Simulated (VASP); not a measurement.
# Be2H3 (P-3m1) in VASP: further runs, part 2 of 2

VASP 6.6.1.

## (3) Single point, PBE

This run uses another cell than the first one, of 6.01 Å³/atom.

INCAR reads:

```
SYSTEM = Be2H3
PREC     = Accurate       ! precision mode
ENCUT    = 520            ! plane-wave cutoff, eV
EDIFF    = 1E-6           ! SCF threshold, eV
ISMEAR   = 0              ! smearing method
SIGMA    = 0.1            ! smearing width, eV
LREAL    = .FALSE.        ! projectors in reciprocal space
LASPH    = .TRUE.         ! aspherical terms in the spheres
NELM     = 60             ! most SCF steps
ALGO     = Normal         ! electronic algorithm
ISIF     = 2              ! what is computed and relaxed
LWAVE    = .FALSE.        ! write WAVECAR
LCHARG   = .FALSE.        ! write CHGCAR
GGA      = PE             ! functional
NBANDS   = 12             ! bands
```

KPOINTS reads:

```
regular mesh
0
G
  6 6 4
  0 0 0
```

POSCAR reads:

```
Be2H3
1.0
    2.4623699973      0.0000000000      0.0000000000
   -1.2311849986      2.1324749712      0.0000000000
    0.0000000000      0.0000000000      5.7226900939
Be H
2 3
Direct
    0.3333333333      0.6666666667      0.1880252045
    0.6666666667      0.3333333333      0.8119747955
    0.0000000000      0.0000000000      0.0000000000
    0.3333333333      0.6666666667      0.6813341420
    0.6666666667      0.3333333333      0.3186658580
```

Potentials or basis: VASP PAW PBE potentials, release 64 (Be, H).

Run with:

```
$ cat potpaw_PBE.64/Be/POTCAR potpaw_PBE.64/H/POTCAR > POTCAR
$ mpirun -np 1 vasp_std > vasp.out
```

OUTCAR:

```text
SYSTEM = Be2H3
   PREC = Accurate
   ENCUT = 520
   EDIFF = 1E-6
   ISMEAR = 0
   LREAL = .FALSE.
   LASPH = .TRUE.
   NELM = 60
   ISIF = 2
   GGA = PE

 ion  position               nearest neighbor table
   1  0.333  0.667  0.188-   5 1.61   5 1.61   5 1.61
   2  0.667  0.333  0.812-   4 1.61   4 1.61   4 1.61
   3  0.000  0.000  0.000-
   4  0.333  0.667  0.681-   2 1.61   2 1.61   2 1.61
   5  0.667  0.333  0.319-   1 1.61   1 1.61   1 1.61

  LATTYP: Found a hexagonal cell.
 ALAT       =     2.4623699973
 C/A-ratio  =     2.3240577574

  Lattice vectors:

 A1 = (   2.4623699973,   0.0000000000,   0.0000000000)
 A2 = (  -1.2311849986,   2.1324749712,   0.0000000000)
 A3 = (   0.0000000000,   0.0000000000,   5.7226900939)

Analysis of symmetry for initial positions (statically):
=====================================================================
 Subroutine PRICEL returns:
 Original cell was already a primitive cell.

 Routine SETGRP: Setting up the symmetry group for a
 hexagonal supercell.

 Subroutine GETGRP returns: Found 12 space group operations
 (whereof 12 operations were pure point group operations)
 out of a pool of 24 trial point group operations.

The static configuration has the point symmetry D_3d.

Analysis of symmetry for dynamics (positions and initial velocities):
=====================================================================
 Subroutine PRICEL returns:
 Original cell was already a primitive cell.

 Routine SETGRP: Setting up the symmetry group for a
 hexagonal supercell.

 Subroutine GETGRP returns: Found 12 space group operations
 (whereof 12 operations were pure point group operations)
 out of a pool of 24 trial point group operations.

The dynamic configuration has the point symmetry D_3d.

 Subroutine INISYM returns: Found 12 space group operations
 (whereof 12 operations are pure point group operations),
 and found     1 'primitive' translations
[... 129 lines left out ...]
   LEPSILON=     F    determine dielectric tensor
   LRPA    =     F    only Hartree local field effects (RPA)
 non-spin polarized calculation
 Gauss-broadening in eV      SIGMA  =   0.10
  energy-cutoff  :      520.00
  volume of cell :       30.05
 maximum number of plane-waves:       826
   NGX =  9   NGY =  9   NGZ = 21

 number of electron       6.9999998 magnetization

 Free energy of the ion-electron system (eV)
  ---------------------------------------------------
  ext. energy  EPLUGINS =         0.00000000
  ---------------------------------------------------
  free energy    TOTEN  =       -15.68020509 eV

  energy without entropy =      -15.67638938  energy(sigma->0) =      -15.67829723

 E-fermi :   5.1478     XC(G=0):  -9.6909

 val. band max:        5.0403975210   @ k =   0.3333   0.1667   0.2500
 cond. band min:       5.1873462187   @ k =   0.5000   0.0000   0.2500
 fundamental gap:      0.1469486977
 Fermi energy:         5.1477967163

 k-point     1 :       0.0000    0.0000    0.0000
  band No.  band energies     occupation
      1      -8.7172      2.00000
      2      -4.8692      2.00000
      3      -3.9799      2.00000
      4       8.5179      0.00000
      5      11.0146      0.00000
      6      17.0232      0.00000
      7      17.0232      0.00000
      8      17.8757      0.00000
      9      17.8757      0.00000
     10      18.3506      0.00000
     11      20.7174      0.00000
     12      22.7025      0.00000
[... 331 lines left out ...]
 k-point    24 :       0.3333    0.3333    0.5000
  band No.  band energies     occupation
      1      -1.6058      2.00000
      2      -0.8560      2.00000
      3      -0.8560      2.00000
      4       4.4781      2.00000
      5       6.3111      0.00000
      6       6.3111      0.00000
      7       9.2528      0.00000
      8       9.2528      0.00000
      9      10.7431      0.00000
     10      14.7917      0.00000
     11      14.7917      0.00000
     12      15.4708      0.00000

------------------------ aborting loop because EDIFF is reached ----------------------------------------

  FORCE on cell =-STRESS in cart. coord.  units (eV):
  Direction    XX          YY          ZZ          XY          YZ          ZX
  --------------------------------------------------------------------------------------
  -------------------------------------------------------------------------------------
  Total       -0.0026005     -0.0026005      0.0275619     -0.0000000     -0.0000000      0.0000000
  in kB       -0.1386541     -0.1386541      1.4695425     -0.0000000     -0.0000000      0.0000000
  external PRESSURE =       0.3974114 kB  Pullay stress =       0.0000000 kB

 VOLUME and BASIS-vectors are now :
 -----------------------------------------------------------------------------
  energy-cutoff  :      520.00
  volume of cell :       30.05
      direct lattice vectors                 reciprocal lattice vectors
     2.462369997  0.000000000  0.000000000     0.406112810  0.234469340  0.000000000
    -1.231184999  2.132474971  0.000000000     0.000000000  0.468938681  0.000000000
     0.000000000  0.000000000  5.722690094     0.000000000  0.000000000  0.174742994

 POSITION                                       TOTAL-FORCE (eV/Angst)
 -----------------------------------------------------------------------------------
     -0.00000      1.42165      1.07601         0.000000     -0.000000     -0.013174
      1.23118      0.71082      4.64668        -0.000000     -0.000000      0.013174
      0.00000      0.00000      0.00000        -0.000000      0.000000      0.000000
     -0.00000      1.42165      3.89906        -0.000000      0.000000      0.001543
      1.23118      0.71082      1.82363         0.000000      0.000000     -0.001543
 -----------------------------------------------------------------------------------
    total drift:                               -0.000000     -0.000000      0.000000

  FREE ENERGIE OF THE ION-ELECTRON SYSTEM (eV)
  ---------------------------------------------------
  free  energy   TOTEN  =       -15.6802050892 eV

  energy  without entropy=      -15.6763893780  energy(sigma->0) =      -15.67829723
```

OSZICAR:

```text
N       E                     dE             d eps       ncg     rms          rms(c)
DAV:   1    -0.478398830228E+01   -0.47840E+01   -0.24118E+03   576   0.424E+02
DAV:   2    -0.157981704749E+02   -0.11014E+02   -0.10563E+02   780   0.786E+01
DAV:   3    -0.161439682125E+02   -0.34580E+00   -0.34120E+00   712   0.982E+00
DAV:   4    -0.161445757310E+02   -0.60752E-03   -0.60749E-03   656   0.480E-01
DAV:   5    -0.161445765802E+02   -0.84917E-06   -0.84998E-06   744   0.187E-02    0.379E+00
DAV:   6    -0.158054863145E+02    0.33909E+00   -0.28237E-01   588   0.198E+00    0.215E+00
DAV:   7    -0.156794161076E+02    0.12607E+00   -0.25656E-01   640   0.212E+00    0.299E-01
DAV:   8    -0.156798877047E+02   -0.47160E-03   -0.18777E-02   636   0.746E-01    0.109E-01
DAV:   9    -0.156800657662E+02   -0.17806E-03   -0.28546E-03   644   0.267E-01    0.755E-02
DAV:  10    -0.156802037840E+02   -0.13802E-03   -0.47610E-04   616   0.120E-01    0.910E-03
DAV:  11    -0.156802038258E+02   -0.41785E-07   -0.17735E-05   704   0.244E-02    0.476E-03
DAV:  12    -0.156802052371E+02   -0.14113E-05   -0.72318E-06   608   0.138E-02    0.150E-03
DAV:  13    -0.156802050892E+02    0.14786E-06   -0.74078E-07   340   0.424E-03
   1 F= -.15680205E+02 E0= -.15678297E+02  d E =-.381571E-02
```

It took 7.8 s on 1 thread of Intel Xeon Platinum 8488C (Sapphire Rapids), shared host; peak memory 0.13 GiB.

What came out:

```
Free energy            : -15.6802 eV
Pressure               : 0.0 GPa
Largest force          : 0.013 eV/Å
Band gap on the k mesh : zero (an odd number of electrons rules out a gap without spin polarisation)
```

Forces on the atoms (eV/Å):
```
Be   0.000  0.000 -0.013
Be   0.000  0.000  0.013
H    0.000  0.000  0.000
H    0.000  0.000  0.002
H    0.000  0.000 -0.002
```

Stress tensor (GPa, compression positive):
```
-0.01  0.00  0.00
 0.00 -0.01  0.00
 0.00  0.00  0.15
```

Caveat: the k points lie up to 0.49 Å⁻¹ apart, too coarse for converged energies and pressures of a metal.

## (4) Single point, PBE

INCAR reads:

```
  PREC = Accurate
  ENCUT = 520
  EDIFF = 1E-6
  ISMEAR = 0
  SIGMA = 0.1
  LREAL = False
  LASPH = True
  NELM = 100
  ALGO = Normal
  ISIF = 2
  LWAVE = False
  LCHARG = False
  GGA = PE
  NBANDS = 12
```

KPOINTS reads:

```
regular mesh
0
Gamma
  12 12 4
```

POSCAR reads:

```
Be2H3
1.0
    2.4747254567      0.0000000000      0.0000000000
   -1.2373627283      2.1431751129      0.0000000000
    0.0000000000      0.0000000000      5.6852857600
Be H
2 3
Direct
    0.3333333333      0.6666666667      0.1925709086
    0.6666666667      0.3333333333      0.8074290914
    0.0000000000      0.0000000000      1.0000000000
    0.3333333333      0.6666666667      0.6818512139
    0.6666666667      0.3333333333      0.3181487861
```

Run with:

```
$ cat potpaw_PBE.64/Be/POTCAR potpaw_PBE.64/H/POTCAR > POTCAR
$ mpirun -np 1 vasp_std > vasp.out
```

Run time: 15 s. Hardware: 1 thread of Intel Xeon Platinum 8488C (Sapphire Rapids), shared host; peak memory 0.14 GiB.

It converged, with:

```
Free energy            : -15.6910 eV
Pressure               : -0.1 GPa
Largest force          : 0.008 eV/Å
Band gap on the k mesh : zero (an odd number of electrons rules out a gap without spin polarisation)
```

Forces in eV/Å, atoms in the order of the input:
```
Be   0.000  0.000  0.008
Be   0.000  0.000 -0.008
H    0.000  0.000  0.000
H    0.000  0.000 -0.003
H    0.000  0.000  0.003
```

Stress tensor (GPa, compression positive):
```
-0.36  0.00  0.00
 0.00 -0.36  0.00
 0.00  0.00  0.38
```

Levels at points of the mesh, in eV from the Fermi level:
| k point | band 1 | band 2 | band 3 | band 4 | band 5 | band 6 | band 7 |
| --- | --- | --- | --- | --- | --- | --- | --- |
| (0.00, 0.00, 0.00) | -13.74 | -9.87 | -8.99 | 3.46 | 6.14 | 11.77 | 11.77 |
| (0.50, 0.00, 0.00) | -8.70 | -7.36 | -4.11 | -0.80 | -0.56 | 1.25 | 6.47 |
| (0.00, 0.00, 0.50) | -13.45 | -11.43 | -6.93 | 0.15 | 11.46 | 11.86 | 11.86 |
| (0.50, 0.00, 0.50) | -8.70 | -7.10 | -4.94 | -1.35 | 1.01 | 2.53 | 6.33 |

## (5) Single point, PBE

This run uses another cell than the first one, of 6.11 Å³/atom.

INCAR reads:

```
SYSTEM = Be2H3
PREC = Accurate
ENCUT = 520
EDIFF = 1E-6
ISMEAR = 0
SIGMA = 0.1
LREAL = .FALSE.
LASPH = .TRUE.
NELM = 100
ALGO = Normal
ISIF = 2
LWAVE = .FALSE.
LCHARG = .TRUE.
GGA = PE
LELF = .TRUE.
LVHAR = .TRUE.
NBANDS = 12
```

KPOINTS reads:

```
regular mesh
0
G
  12 12 4
  0 0 0
```

POSCAR reads:

```
Be2H3
1.0
    2.4734787854      0.0000000000      0.0000000000
   -1.2367393927      2.1420954639      0.0000000000
    0.0000000000      0.0000000000      5.7632085904
Be H
2 3
Direct
    0.3333333333      0.6666666667      0.1916000884
    0.6666666667      0.3333333333      0.8083999116
    0.0000000000      0.0000000000      0.0000000000
    0.3333333333      0.6666666667      0.6849068824
    0.6666666667      0.3333333333      0.3150931176
```

Potentials or basis: VASP PAW PBE potentials, release 64 (Be, H).

Run with:

```
$ cat potpaw_PBE.64/Be/POTCAR potpaw_PBE.64/H/POTCAR > POTCAR
$ mpirun -np 1 vasp_std > vasp.out
```

OUTCAR:

```text
SYSTEM = Be2H3
   PREC = Accurate
   ENCUT = 520
   EDIFF = 1E-6
   ISMEAR = 0
   LREAL = .FALSE.
   LASPH = .TRUE.
   NELM = 100
   ISIF = 2
   GGA = PE

 ion  position               nearest neighbor table
   1  0.333  0.667  0.192-   5 1.60   5 1.60   5 1.60
   2  0.667  0.333  0.808-   4 1.60   4 1.60   4 1.60
   3  0.000  0.000  0.000-
   4  0.333  0.667  0.685-   2 1.60   2 1.60   2 1.60
   5  0.667  0.333  0.315-   1 1.60   1 1.60   1 1.60

  LATTYP: Found a hexagonal cell.
 ALAT       =     2.4734787854
 C/A-ratio  =     2.3300012211

  Lattice vectors:

 A1 = (   2.4734787854,   0.0000000000,   0.0000000000)
 A2 = (  -1.2367393927,   2.1420954639,   0.0000000000)
 A3 = (   0.0000000000,   0.0000000000,   5.7632085904)

Analysis of symmetry for initial positions (statically):
=====================================================================
 Subroutine PRICEL returns:
 Original cell was already a primitive cell.

 Routine SETGRP: Setting up the symmetry group for a
 hexagonal supercell.

 Subroutine GETGRP returns: Found 12 space group operations
 (whereof 12 operations were pure point group operations)
 out of a pool of 24 trial point group operations.

The static configuration has the point symmetry D_3d.

Analysis of symmetry for dynamics (positions and initial velocities):
=====================================================================
 Subroutine PRICEL returns:
 Original cell was already a primitive cell.

 Routine SETGRP: Setting up the symmetry group for a
 hexagonal supercell.

 Subroutine GETGRP returns: Found 12 space group operations
 (whereof 12 operations were pure point group operations)
 out of a pool of 24 trial point group operations.

The dynamic configuration has the point symmetry D_3d.

 Subroutine INISYM returns: Found 12 space group operations
 (whereof 12 operations are pure point group operations),
 and found     1 'primitive' translations

[... 130 lines left out ...]
   LRPA    =     F    only Hartree local field effects (RPA)
 non-spin polarized calculation
 Gauss-broadening in eV      SIGMA  =   0.10
  energy-cutoff  :      520.00
  volume of cell :       30.54
 maximum number of plane-waves:       843
   NGX =  9   NGY =  9   NGZ = 21

 number of electron       6.9999998 magnetization

 Free energy of the ion-electron system (eV)
  ---------------------------------------------------
  ext. energy  EPLUGINS =         0.00000000
  ---------------------------------------------------
  free energy    TOTEN  =       -15.69143188 eV

  energy without entropy =      -15.68637833  energy(sigma->0) =      -15.68890511

 E-fermi :   4.9928     XC(G=0):  -9.6300

 val. band max:        4.9245985184   @ k =   0.3333   0.1667   0.2500
 cond. band min:       4.9978174819   @ k =   0.4167   0.1667   0.0000
 fundamental gap:      0.0732189634
 Fermi energy:         4.9927820367

 k-point     1 :       0.0000    0.0000    0.0000
  band No.  band energies     occupation
      1      -8.7098      2.00000
      2      -4.9823      2.00000
      3      -3.9587      2.00000
      4       8.1921      0.00000
      5      10.8045      0.00000
      6      16.8005      0.00000
      7      16.8005      0.00000
      8      17.5995      0.00000
      9      17.5995      0.00000
     10      18.1519      0.00000
     11      20.5353      0.00000
     12      22.3782      0.00000
[... 331 lines left out ...]
 k-point    24 :       0.0000    0.1667    0.2500
  band No.  band energies     occupation
      1      -7.8827      2.00000
      2      -5.1910      2.00000
      3      -2.1036      2.00000
      4       6.7833      0.00000
      5      11.6296      0.00000
      6      13.7256      0.00000
      7      14.4757      0.00000
      8      14.6281      0.00000
      9      16.3763      0.00000
     10      16.4063      0.00000
     11      18.7072      0.00000
     12      20.0855      0.00000

 [... further k-points ...]

------------------------ aborting loop because EDIFF is reached ----------------------------------------

  FORCE on cell =-STRESS in cart. coord.  units (eV):
  Direction    XX          YY          ZZ          XY          YZ          ZX
  --------------------------------------------------------------------------------------
  -------------------------------------------------------------------------------------
  Total       -0.0462377     -0.0462377     -0.0905594     -0.0000000      0.0000000     -0.0000000
  in kB       -2.4260237     -2.4260237     -4.7515221     -0.0000000      0.0000000     -0.0000000
  external PRESSURE =      -3.2011898 kB  Pullay stress =       0.0000000 kB

 VOLUME and BASIS-vectors are now :
 -----------------------------------------------------------------------------
  energy-cutoff  :      520.00
  volume of cell :       30.54
      direct lattice vectors                 reciprocal lattice vectors
     2.473478785  0.000000000  0.000000000     0.404288893  0.233416301  0.000000000
    -1.236739393  2.142095464  0.000000000     0.000000000  0.466832602  0.000000000
     0.000000000  0.000000000  5.763208590     0.000000000  0.000000000  0.173514455

 POSITION                                       TOTAL-FORCE (eV/Angst)
 -----------------------------------------------------------------------------------
     -0.00000      1.42806      1.10423        -0.000000      0.000000     -0.026701
      1.23674      0.71403      4.65898         0.000000     -0.000000      0.026701
      0.00000      0.00000      0.00000         0.000000      0.000000      0.000000
     -0.00000      1.42806      3.94726         0.000000      0.000000      0.003473
      1.23674      0.71403      1.81595        -0.000000     -0.000000     -0.003473
 -----------------------------------------------------------------------------------
    total drift:                                0.000000     -0.000000      0.000000

  FREE ENERGIE OF THE ION-ELECTRON SYSTEM (eV)
  ---------------------------------------------------
  free  energy   TOTEN  =       -15.6914318831 eV

  energy  without entropy=      -15.6863783328  energy(sigma->0) =      -15.68890511
```

It took 15 s on 1 thread of Intel Xeon Platinum 8488C (Sapphire Rapids), shared host; peak memory 0.15 GiB.

Results:

| Item | Value |
| --- | --- |
| Free energy | -15.6914 eV |
| Pressure | -0.3 GPa |
| Largest force | 0.027 eV/Å |
| Band gap on the k mesh | zero (an odd number of electrons rules out a gap without spin polarisation) |

Forces in eV/Å, atoms in the order of the input:
```
Be   0.000  0.000 -0.027
Be   0.000  0.000  0.027
H    0.000  0.000  0.000
H    0.000  0.000  0.003
H    0.000  0.000 -0.003
```

Stress tensor (GPa, compression positive):
```
-0.24  0.00  0.00
 0.00 -0.24  0.00
 0.00  0.00 -0.48
```

## (6) The runs side by side

| cell | k mesh | gap on the mesh (eV) | pressure (GPa) | largest force (eV/Å) |
| --- | --- | --- | --- | --- |
| a = 2.463, b = 2.463, c = 5.747 Å, angles 90.0, 90.0, 120.0°, 5 atoms, atomic positions A | 6 × 6 × 4 | none | -0.2 | 0.02 |
| a = 2.462, b = 2.462, c = 5.723 Å, angles 90.0, 90.0, 120.0°, 5 atoms, atomic positions A | 6 × 6 × 4 | none | 0.0 | 0.01 |
| a = 2.475, b = 2.475, c = 5.685 Å, angles 90.0, 90.0, 120.0°, 5 atoms, atomic positions B | 12 × 12 × 4 | none | -0.1 | 0.01 |
| a = 2.473, b = 2.473, c = 5.763 Å, angles 90.0, 90.0, 120.0°, 5 atoms, atomic positions C | 12 × 12 × 4 | none | -0.3 | 0.03 |

Alike in all rows: task single point; level PBE; potentials or basis VASP PAW PBE potentials, release 64 (Be, H); no spin polarisation; cutoff (eV) 520; smearing gaussian 0.1 eV.

Caveats: some runs use coarse meshes.

Absolute energies hang on the potentials; compare differences alone.
